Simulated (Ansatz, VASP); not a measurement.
## KBr: VASP beside Ansatz

INCAR

```
SYSTEM = KBr
  PREC = Accurate
  ENCUT = 520
  EDIFF = 1E-6
  ISMEAR = 0
  SIGMA = 0.05
  LREAL = .FALSE.
  LASPH = .TRUE.
  NELM = 80
  ALGO = Normal
  ISIF = 2
  LWAVE = .FALSE.
  LCHARG = .FALSE.
  GGA = PE
  NBANDS = 15
```

Contents of KPOINTS:

```
regular mesh
0
G
  6 6 6
  0 0 0
```

POSCAR

```
KBr
1.0
    0.0000000000      3.2925000000      3.2101875000
    3.2925000000      0.0000000000      3.2101875000
    3.2925000000      3.2925000000      0.0000000000
K Br
1 1
Direct
    0.0000000000      0.0000000000      0.0000000000
    0.5000000000      0.5000000000      0.5000000000
```

Input for Ansatz:

```yaml
crystal:
  lattice:
    - [0.0, 3.2925, 3.2101875]
    - [3.2925, 0.0, 3.2101875]
    - [3.2925, 3.2925, 0.0]
  atoms:
    - { symbol: K, position: [0.0, 0.0, 0.0] }
    - { symbol: Br, position: [0.5, 0.5, 0.5] }
basis:
  ecutwfc: 420
kpoints:
  mp_grid: { grid: [6, 6, 6] }
hamiltonian:
  xc: pbe
scf:
  occupations: { method: gaussian, width: 0.05 }
output:
  forces: true
  stress: true
  eigenvalues: true
  write_density: true
  write_potential: true
  elf: true
  volumetric_format: npy
```

Change from the starting cell: strain +0.000 along x and y, -0.025 along z, atoms carried along.

Alike in both runs: task single point; functional PBE; k mesh 6 × 6 × 6; occupations gaussian, width 0.05 eV; no spin polarisation.

```csv
,VASP,Ansatz
version,VASP 6.6.1,Ansatz 0.2.0
potentials or method,"VASP PAW PBE potentials, release 64 (K_sv, Br), cutoff 520 eV","scalar-relativistic, plane waves, PAW"
valence electrons in the cell,16,16
```

```csv
,VASP,Ansatz,Ansatz less VASP
gap on the k mesh at the Fermi level (eV),4.51,4.51,+0.002
least direct gap on the mesh (eV),4.51,4.51,+0.002
pressure (GPa),1.4,1.3,-0.05
"traceless stress, the component that is largest in VASP (GPa)",0.70,0.68,-0.012
```
